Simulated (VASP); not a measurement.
Crystal: KF.

```
CELL_PARAMETERS angstrom
0.00000 2.61731 2.61731
2.61731 0.00000 2.61731
2.61731 2.61731 0.00000
ATOMIC_POSITIONS crystal
K 0.00000 0.00000 0.00000
F 0.50000 0.50000 0.50000
```

Base run:

- Program: VASP 6.6.1
- Functional: r2SCAN
- Potentials or basis: VASP PAW PBE potentials, release 64 (K_sv, F)
- Cutoff: 520 eV
- k mesh: 9 × 9 × 9
- Occupations: fermi-dirac, width 0.05 eV
- Spin: no spin polarisation

Its results: band gap on the k mesh 7.17 eV; pressure 1.9 GPa.

The run is repeated on the same cell with these changes: functional from r2SCAN to LDA; potentials or basis from VASP PAW PBE potentials, release 64 (K_sv, F) to VASP PAW LDA potentials, release 64 (K_sv, F). What comes out?

Band gap on the k mesh 6.12 eV; pressure -1.5 GPa.

Caveats: an odd mesh through Γ misses points on the zone boundary, where band edges can lie; the PAW data sets were made with another functional, which shifts forces and pressure a little (at least some runs).
